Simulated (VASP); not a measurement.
A run of VASP 6.6.1:

Contents of INCAR:

```
SYSTEM = Sn
ALGO = Fast ; EDIFF = 1E-6
ENCUT = 520 ; GGA = PS
ISIF = 2 ; ISMEAR = 0
LASPH = .True. ; LCHARG = .False.
LREAL = .False. ; LWAVE = .False.
NBANDS = 13 ; NELM = 60
PREC = Accurate ; SIGMA = 0.15
```

The input KPOINTS:

```
k-points
0
Gamma
  18 18 18
  0 0 0
```

The input POSCAR:

```
Sn
1.0
   -1.8946518192      1.8946518192      1.9704378920
    1.8946518192     -1.8946518192      1.9704378920
    1.8946518192      1.8946518192     -1.9704378920
Sn
1
Direct
    0.0000000000      0.0000000000      0.0000000000
```

Potentials or basis: VASP PAW PBE potentials, release 64 (Sn_d).

The run is started by

```sh
$ cat potpaw_PBE.64/Sn_d/POTCAR > POTCAR
$ mpirun -np 1 vasp_std > vasp.out
```

Hardware: 1 thread of Intel(R) Xeon(R) 6975P-C (Granite Rapids), with other jobs on the host.

Problem. How long does it take, and how much memory?

Solution. Wall time 75 s on 1 thread of Intel(R) Xeon(R) 6975P-C (Granite Rapids), with other jobs on the host, peak memory 0.28 GiB. Counts: scf iterations 12, k points 480.
